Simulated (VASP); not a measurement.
A run of VASP 6.6.1:

The input POSCAR:

```
SiO2
1.0
   -1.7424829218      1.7424829218      4.1922323413
    1.7424829218     -1.7424829218      4.1922323413
    1.7424829218      1.7424829218     -4.1922323413
Si O
2 4
Direct
    0.7500000000      0.2500000000      0.5000000000
    0.0000000000      0.0000000000      0.0000000000
    0.5404968811      0.0404968811      0.5000000000
    0.7904968811      0.7904968811      0.0000000000
    0.2095031189      0.2095031189      0.0000000000
    0.9595031189      0.4595031189      0.5000000000
```

File INCAR.step1:

```
  PREC = Accurate
  ENCUT = 520
  ISMEAR = -1
  SIGMA = 0.03
  LREAL = False
  LASPH = True
  NELM = 100
  NBANDS = 25
  GGA = PE
  ALGO = Normal
  EDIFF = 1E-4
  LWAVE = True
  LCHARG = False
```

INCAR.step2

```
  PREC = Accurate
  ENCUT = 520
  EDIFF = 1E-6
  ISMEAR = -1
  SIGMA = 0.03
  LREAL = False
  LASPH = True
  NELM = 100
  ALGO = Normal
  ISIF = 2
  LWAVE = False
  LCHARG = True
  METAGGA = R2SCAN
  LMIXTAU = True
  LUSE_VDW = True
  IVDW_NL = 2
  BPARAM = 11.95
  CPARAM = 0.0093
  LELF = True
  LVHAR = True
  NBANDS = 25
  ISTART = 1
```

KPOINTS

```
regular mesh
0
Gamma
  10 10 10
```

Potentials or basis: VASP PAW PBE potentials, release 64 (Si, O).

Launch:

```console
$ cat potpaw_PBE.64/Si/POTCAR potpaw_PBE.64/O/POTCAR > POTCAR
$ cp INCAR.step1 INCAR
$ mpirun -np 1 vasp_std > vasp.out
$ cp INCAR.step2 INCAR
$ mpirun -np 1 vasp_std > vasp.out
```

Hardware: 1 thread of Intel(R) Xeon(R) 6975P-C (Granite Rapids), with other jobs on the host.

Estimate the wall time of this run.

It took 4.9 min on 1 thread of Intel(R) Xeon(R) 6975P-C (Granite Rapids), on a shared host, peak memory 0.45 GiB. Counts: k points 102.
